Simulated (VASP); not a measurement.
A run of VASP 6.6.1 is set up as follows.

The input POSCAR:

```
Al3GaN4
1.0
    4.4012372926      0.0000000000      0.0000000000
    0.0000000000      4.4012372926      0.0000000000
    0.0000000000      0.0000000000      4.4012372926
Al Ga N
3 1 4
Direct
    0.5000000000      0.5000000000      0.0000000000
    0.5000000000      0.0000000000      0.5000000000
    0.0000000000      0.5000000000      0.5000000000
    0.0000000000      0.0000000000      0.0000000000
    0.7444581602      0.7444581602      0.2555418398
    0.7444581602      0.2555418398      0.7444581602
    0.2555418398      0.7444581602      0.7444581602
    0.2555418398      0.2555418398      0.2555418398
```

Contents of INCAR.step1:

```
  PREC = Accurate
  ENCUT = 520
  ISMEAR = 0
  SIGMA = 0.05
  LREAL = F
  LASPH = T
  NELM = 60
  NBANDS = 31
  GGA = PE
  ALGO = Normal
  EDIFF = 1E-4
  LWAVE = T
  LCHARG = F
```

The input INCAR.step2:

```
  PREC = Accurate
  ENCUT = 520
  EDIFF = 1E-6
  ISMEAR = 0
  SIGMA = 0.05
  LREAL = F
  LASPH = T
  NELM = 60
  ALGO = Normal
  ISIF = 2
  LWAVE = F
  LCHARG = T
  METAGGA = R2SCAN
  LMIXTAU = T
  LELF = T
  LVHAR = T
  NBANDS = 31
  ISTART = 1
```

Contents of KPOINTS:

```
regular mesh
0
Gamma
  6 6 6
```

Potentials or basis: VASP PAW PBE potentials, release 64 (Al, Ga_d, N).

Run with:

```bash
$ cat potpaw_PBE.64/Al/POTCAR potpaw_PBE.64/Ga_d/POTCAR potpaw_PBE.64/N/POTCAR > POTCAR
$ cp INCAR.step1 INCAR
$ mpirun -np 1 vasp_std > vasp.out
$ cp INCAR.step2 INCAR
$ mpirun -np 1 vasp_std > vasp.out
```

Problem. Predict the band gap on the k mesh.

Solution. 4.00 eV.

Problem. Predict the largest force.

Solution. 0.076 eV/Å.

Forces in eV/Å, atoms in the order of the input:
```
Al   0.000  0.000  0.000
Al   0.000  0.000  0.000
Al   0.000  0.000  0.000
Ga   0.000  0.000  0.000
N   -0.044 -0.044  0.044
N   -0.044  0.044 -0.044
N    0.044 -0.044 -0.044
N    0.044  0.044  0.044
```

Caveat: the PAW data sets were made with another functional, which shifts forces and pressure a little. A k mesh can miss the band edges.
